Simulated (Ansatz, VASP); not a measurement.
## Two plane-wave programs on SnSe

File POSCAR:

```
SnSe
1.0
    3.4290700986      0.0000000000      0.0000000000
    0.0000000000      3.4290700986      0.0000000000
    0.0000000000      0.0000000000      3.4290700986
Se Sn
1 1
Direct
    0.0000000000      0.0000000000      0.0000000000
    0.5000000000      0.5000000000      0.5000000000
```

INCAR.step1

```
SYSTEM = SnSe
  ALGO = Normal
  EDIFF = 1E-4
  ENCUT = 520
  GGA = PE
  ISMEAR = 0
  LASPH = .True.
  LCHARG = .False.
  LREAL = .False.
  LWAVE = .True.
  NBANDS = 17
  NELM = 80
  PREC = Accurate
  SIGMA = 0.05
```

File INCAR.step2:

```
SYSTEM = SnSe
  ALGO = Normal
  EDIFF = 1E-6
  ENCUT = 520
  ISIF = 2
  ISMEAR = 0
  ISTART = 1
  IVDW = 12
  LASPH = .True.
  LCHARG = .False.
  LMIXTAU = .True.
  LREAL = .False.
  LWAVE = .False.
  METAGGA = R2SCAN
  NBANDS = 17
  NELM = 80
  PREC = Accurate
  SIGMA = 0.05
  VDW_A1 = 0.49484001
  VDW_A2 = 5.73083694
  VDW_S6 = 1.0
  VDW_S8 = 0.78981345
```

Contents of KPOINTS:

```
k-points
0
Gamma
  10 10 10
  0 0 0
```

Input for Ansatz:

```yaml
crystal:
  lattice:
    - [3.4290700986, 0.0, 0.0]
    - [0.0, 3.4290700986, 0.0]
    - [0.0, 0.0, 3.4290700986]
  atoms:
    - { symbol: Se, position: [0.0, 0.0, 0.0] }
    - { symbol: Sn, position: [0.5, 0.5, 0.5] }
basis:
  ecutwfc: 500
  ecutrho_ratio: 4
kpoints:
  mp_grid: { grid: [10, 10, 10] }
hamiltonian:
  xc: r2scan
  dispersion: d3bj
scf:
  occupations: { method: gaussian, width: 0.05 }
output:
  forces: true
  stress: true
  eigenvalues: true
```

Alike in both runs: task single point; functional r2SCAN; dispersion D3(BJ); k mesh 10 × 10 × 10; occupations gaussian, width 0.05 eV; no spin polarisation.

```csv
,VASP,Ansatz
version,VASP 6.6.1,Ansatz 0.2.0
potentials or method,"VASP PAW PBE potentials, release 64 (Se, Sn_d), cutoff 520 eV","scalar-relativistic, plane waves, PAW"
valence electrons in the cell,20,30
```

```csv
,VASP,Ansatz,Ansatz less VASP
gap on the k mesh at the Fermi level (eV),none,none,-
pressure (GPa),14.0,13.9,-0.13
```

VASP's potentials were made for PBE, not for r2SCAN. A gap of «none» marks a metal or a gap that the smearing closes. VASP's potentials hold 20 valence electrons a cell and Ansatz's 30, so a difference there can come from the potentials and not from the codes. Ansatz's warnings: dispersion damping borrowed.
